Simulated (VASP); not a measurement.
# NbH2 (Fm-3m) in VASP: single point with LDA

Aim: the single point of NbH2 with LDA.

Everything below comes from runs of VASP 6.6.1. Logs are shortened: lines on timing, memory, paths and dates and some standing lists are left out, and cuts for length are marked.

## (1) The cell of the first run

Symmetry: Fm-3m, No. 225, cubic system. The conventional cell has a = 4.563 Å, b = 4.563 Å, c = 4.563 Å, α = 90.00°, β = 90.00°, γ = 90.00°. Within 2.6 Å of Nb (site symmetry m-3m) lie 8 H at 1.98 Å. Within 2.6 Å of H (site symmetry -43m) lie 4 Nb at 1.98 Å and 6 H at 2.28 Å.

## (2) Single point, LDA

The input, INCAR:

```
SYSTEM = NbH2
PREC = Accurate
ENCUT = 520
EDIFF = 1E-6
ISMEAR = -1
SIGMA = 0.1
LREAL = .FALSE.
LASPH = .TRUE.
NELM = 80
ALGO = Normal
ISIF = 2
LWAVE = .FALSE.
LCHARG = .FALSE.
GGA = CA
NBANDS = 14
```

The input, KPOINTS:

```
Automatic mesh
0
G
  8 8 8
  0 0 0
```

The input, POSCAR:

```
NbH2
1.0
    0.0000000000      2.2815000000      2.2815000000
    2.2815000000      0.0000000000      2.2815000000
    2.2815000000      2.2815000000      0.0000000000
Nb H
1 2
Direct
    0.0000000000      0.0000000000      0.0000000000
    0.2500000000      0.2500000000      0.2500000000
    0.7500000000      0.7500000000      0.7500000000
```

Potentials or basis: VASP PAW LDA potentials, release 64 (Nb_sv, H).

The run is started by

```sh
cat potpaw_LDA.64/Nb_sv/POTCAR potpaw_LDA.64/H/POTCAR > POTCAR
mpirun -np 1 vasp_std > vasp.out
```

OUTCAR:

```text
SYSTEM = NbH2
   PREC = Accurate
   ENCUT = 520
   EDIFF = 1E-6
   ISMEAR = -1
   LREAL = .FALSE.
   LASPH = .TRUE.
   NELM = 80
   ISIF = 2
   GGA = CA

 ion  position               nearest neighbor table
   1  0.000  0.000  0.000-
   2  0.250  0.250  0.250-
   3  0.750  0.750  0.750-

  LATTYP: Found a face centered cubic cell.
 ALAT       =     4.5630000000

  Lattice vectors:

 A1 = (   0.0000000000,   2.2815000000,   2.2815000000)
 A2 = (   2.2815000000,   0.0000000000,   2.2815000000)
 A3 = (   2.2815000000,   2.2815000000,   0.0000000000)

Analysis of symmetry for initial positions (statically):
=====================================================================
 Subroutine PRICEL returns:
 Original cell was already a primitive cell.

 Routine SETGRP: Setting up the symmetry group for a
 face centered cubic supercell.

 Subroutine GETGRP returns: Found 48 space group operations
 (whereof 48 operations were pure point group operations)
 out of a pool of 48 trial point group operations.

The static configuration has the point symmetry O_h .

Analysis of symmetry for dynamics (positions and initial velocities):
=====================================================================
 Subroutine PRICEL returns:
 Original cell was already a primitive cell.

 Routine SETGRP: Setting up the symmetry group for a
 face centered cubic supercell.

 Subroutine GETGRP returns: Found 48 space group operations
 (whereof 48 operations were pure point group operations)
 out of a pool of 48 trial point group operations.

The dynamic configuration has the point symmetry O_h .

 Subroutine INISYM returns: Found 48 space group operations
 (whereof 48 operations are pure point group operations),
 and found     1 'primitive' translations

----------------------------------------------------------------------------------------

                                     Primitive cell

  volume of cell :      23.7515

  direct lattice vectors                    reciprocal lattice vectors
     0.000000000  2.281500000  2.281500000    -0.219154065  0.219154065  0.219154065
     2.281500000  0.000000000  2.281500000     0.219154065 -0.219154065  0.219154065
     2.281500000  2.281500000  0.000000000     0.219154065  0.219154065 -0.219154065

  length of vectors
     3.226528243  3.226528243  3.226528243     0.379585976  0.379585976  0.379585976

  position of ions in fractional coordinates (direct lattice)
     0.000000000  0.000000000  0.000000000
     0.250000000  0.250000000  0.250000000
     0.750000000  0.750000000  0.750000000

  ion indices of the primitive-cell ions
   primitive index   ion index
                 1           1
                 2           2
                 3           3

----------------------------------------------------------------------------------------

 KPOINTS: Automatic mesh

Automatic generation of k-mesh.
 Grid dimensions read from file:
 generate k-points for:    8    8    8

 Generating k-lattice:

  Cartesian coordinates                     Fractional coordinates (reciprocal lattice)
    -0.027394258  0.027394258  0.027394258     0.125000000  0.000000000  0.000000000
     0.027394258 -0.027394258  0.027394258     0.000000000  0.125000000  0.000000000
     0.027394258  0.027394258 -0.027394258     0.000000000  0.000000000  0.125000000

  Length of vectors
     0.047448247  0.047448247  0.047448247

  Shift w.r.t. Gamma in fractional coordinates (k-lattice)
     0.000000000  0.000000000  0.000000000

 Subroutine IBZKPT returns following result:
 ===========================================

 Found     29 irreducible k-points:

 Following reciprocal coordinates:
            Coordinates               Weight
  0.000000  0.000000  0.000000      1.000000
  0.125000  0.000000  0.000000      8.000000
  0.250000  0.000000  0.000000      8.000000
  0.375000  0.000000  0.000000      8.000000
  0.500000  0.000000  0.000000      4.000000
  0.125000  0.125000  0.000000      6.000000
[... 16 lines left out ...]
  0.500000  0.250000  0.125000     48.000000
 -0.375000  0.250000  0.125000     24.000000
 [... further k-points ...]
   k-points           NKPTS =     29   k-points in BZ     NKDIM =     29   number of bands    NBANDS=     14
   number of dos      NEDOS =    301   number of ions     NIONS =      3
   total plane-waves  NPLWV =  13824
   dimension x,y,z NGX =    24 NGY =   24 NGZ =   24
   dimension x,y,z NGXF=    48 NGYF=   48 NGZF=   48
   ions per type =               1   2
   NGX,Y,Z   is equivalent  to a cutoff of  12.37, 12.37, 12.37 a.u.
   NGXF,Y,Z  is equivalent  to a cutoff of  24.73, 24.73, 24.73 a.u.
 SYSTEM =  NbH2
   PREC   = accura    normal or accurate (medium, high low for compatibility)
   ISTART =      0    job   : 0-new  1-cont  2-samecut
   ICHARG =      2    charge: 1-file 2-atom 10-const
   ISPIN  =      1    spin polarized calculation?
   LNONCOLLINEAR =      F non collinear calculations
   LSORBIT =      F    spin-orbit coupling
   LASPH  =      T    aspherical Exc in radial PAW
   ENCUT  =  520.0 eV  38.22 Ry    6.18 a.u.   6.00  6.00  6.00*2*pi/ulx,y,z
   NELM   =     80;   NELMIN=  2; NELMDL= -5     # of ELM steps
   EDIFF  = 0.1E-05   stopping-criterion for ELM
   LREAL  =      F    real-space projection
   EDIFFG = 0.1E-04   stopping-criterion for IOM
   NSW    =      0    number of steps for IOM
   IBRION =     -1    ionic relax: 0-MD 1-quasi-New 2-CG
   NFREE  =      0    steps in history (QN), initial steepest desc. (CG)
   ISIF   =      2    stress and relaxation
   ISYM   =      2    0-nonsym 1-usesym 2-fastsym
   POTIM  = 0.5000    time-step for ionic-motion
   TEBEG  =    0.0;   TEEND  =   0.0 temperature during run
   PSTRESS=    0.0 pullay stress
   NELECT =      15.0000    total number of electrons
   NUPDOWN=      -1.0000    fix difference up-down
   EMIN   =  10.00;   EMAX   =-10.00  energy-range for DOS
   EFERMI =   0.00;   METHOD = LEGACY
   ISMEAR =    -1;   SIGMA  =   0.10  broadening in eV -4-tet -1-fermi 0-gaus
   EFERMI_NEDOS =   21; number of points for ismear=-14 and -15
   IALGO  =     38    algorithm
   IMIX   =      4    mixing-type and parameters
     AMIX     =   0.40;   BMIX     =  1.00
     AMIX_MAG =   1.60;   BMIX_MAG =  1.00
  volume/ion in A,a.u.               =       7.92        53.43
  Fermi-wavevector in a.u.,A,eV,Ry     =   1.404564  2.654241 26.841563  1.972799
  Thomas-Fermi vector in A             =   2.527113
   LORBIT       =      0    0 simple, 1 ext, 2 COOP (PROOUT), +10 PAW based schemes
   GGA     = CA    functional components
   LHFCALC =     F    Hartree Fock is set to
   AEXX    =    0.0000 exact exchange contribution
   IVDW    =     0    specifies the selected vdW correction
   LEPSILON=     F    determine dielectric tensor
   LRPA    =     F    only Hartree local field effects (RPA)
 non-spin polarized calculation
  energy-cutoff  :      520.00
  volume of cell :       23.75
 maximum number of plane-waves:       652
   NGX = 11   NGY = 11   NGZ = 11

 number of electron      15.0000000 magnetization

 Free energy of the ion-electron system (eV)
  ---------------------------------------------------
  ext. energy  EPLUGINS =         0.00000000
  ---------------------------------------------------
  free energy    TOTEN  =       -19.26321887 eV

  energy without entropy =      -19.21938941  energy(sigma->0) =      -19.24130414

 E-fermi :   9.7853     XC(G=0): -12.2417

 val. band max:        9.7009919611   @ k =   0.5000   0.2500   0.1250
 cond. band min:       9.8060690960   @ k =   0.2500   0.2500   0.0000
 fundamental gap:      0.1050771348
 Fermi energy:         9.7853328409

 k-point     1 :       0.0000    0.0000    0.0000
  band No.  band energies     occupation
      1     -45.3204      2.00000
      2     -21.2546      2.00000
      3     -21.2546      2.00000
      4     -21.2546      2.00000
      5      -0.8440      2.00000
      6       8.3984      2.00000
      7       8.3984      2.00000
      8       8.3984      2.00000
      9       8.7747      1.99992
     10      11.0192      0.00001
     11      11.0192      0.00001
     12      22.1985      0.00000
     13      23.1223      0.00000
     14      23.1223      0.00000

 k-point     2 :       0.1250    0.0000    0.0000
  band No.  band energies     occupation
      1     -45.3078      2.00000
      2     -21.3611      2.00000
      3     -21.2676      2.00000
      4     -21.2676      2.00000
      5      -0.4274      2.00000
      6       6.2868      2.00000
      7       8.5977      1.99999
      8       8.5977      1.99999
      9      10.8709      0.00004
     10      10.8709      0.00004
     11      11.3979      0.00000
     12      19.8835      0.00000
     13      23.9455      0.00000
     14      23.9455      0.00000

 k-point     3 :       0.2500    0.0000    0.0000
  band No.  band energies     occupation
      1     -45.2771      2.00000
      2     -21.6108      2.00000
      3     -21.2987      2.00000
      4     -21.2987      2.00000
      5       0.5754      2.00000
      6       4.8263      2.00000
      7       8.8330      1.99985
      8       8.8330      1.99985
      9      10.9660      0.00001
     10      10.9660      0.00001
     11      14.0277      0.00000
     12      18.2235      0.00000
     13      22.5083      0.00000
     14      25.9470      0.00000
[... 324 lines left out ...]
 k-point    23 :       0.5000    0.2500    0.1250
  band No.  band energies     occupation
      1     -45.2292      2.00000
      2     -21.8002      2.00000
      3     -21.5029      2.00000
      4     -21.3763      2.00000
      5       2.3158      2.00000
      6       3.7353      2.00000
      7       7.6243      2.00000
      8       9.7010      1.39837
      9      11.1696      0.00000
     10      13.0382      0.00000
     11      16.3260      0.00000
     12      17.9594      0.00000
     13      18.6569      0.00000
     14      21.8320      0.00000

 k-point    24 :      -0.3750    0.2500    0.1250
  band No.  band energies     occupation
      1     -45.2189      2.00000
      2     -21.8528      2.00000
      3     -21.5306      2.00000
      4     -21.3957      2.00000
      5       2.3677      2.00000
      6       4.1082      2.00000
      7       7.4165      2.00000
      8       9.5348      1.84897
      9      11.9772      0.00000
     10      13.3911      0.00000
     11      15.2210      0.00000
     12      17.9566      0.00000
     13      18.4423      0.00000
     14      21.7692      0.00000

 [... further k-points ...]
[... 5 lines left out ...]
  --------------------------------------------------------------------------------------
  -------------------------------------------------------------------------------------
  Total       -1.1882449     -1.1882449     -1.1882449     -0.0000000     -0.0000000     -0.0000000
  in kB      -80.1539872    -80.1539872    -80.1539872     -0.0000000     -0.0000000     -0.0000000
  external PRESSURE =     -80.1539872 kB  Pullay stress =       0.0000000 kB

 VOLUME and BASIS-vectors are now :
 -----------------------------------------------------------------------------
  energy-cutoff  :      520.00
  volume of cell :       23.75
      direct lattice vectors                 reciprocal lattice vectors
     0.000000000  2.281500000  2.281500000    -0.219154065  0.219154065  0.219154065
     2.281500000  0.000000000  2.281500000     0.219154065 -0.219154065  0.219154065
     2.281500000  2.281500000  0.000000000     0.219154065  0.219154065 -0.219154065

 POSITION                                       TOTAL-FORCE (eV/Angst)
 -----------------------------------------------------------------------------------
      0.00000      0.00000      0.00000         0.000000     -0.000000      0.000000
      1.14075      1.14075      1.14075         0.000000      0.000000      0.000000
      3.42225      3.42225      3.42225        -0.000000     -0.000000     -0.000000
 -----------------------------------------------------------------------------------
    total drift:                               -0.000000      0.000000      0.000000

  FREE ENERGIE OF THE ION-ELECTRON SYSTEM (eV)
  ---------------------------------------------------
  free  energy   TOTEN  =       -19.2632188725 eV

  energy  without entropy=      -19.2193894061  energy(sigma->0) =      -19.24130414
```

Wall time 7.2 s (1 thread of Intel Xeon 8259CL, shared host); peak memory 0.13 GiB.

Results:

```yaml
Free_energy: -19.2632 eV
Pressure: -8.0 GPa
Band_gap_on_the_k_mesh: zero (an odd number of electrons rules out a gap without spin polarisation)
```

Caveat: the cell stands under tension.
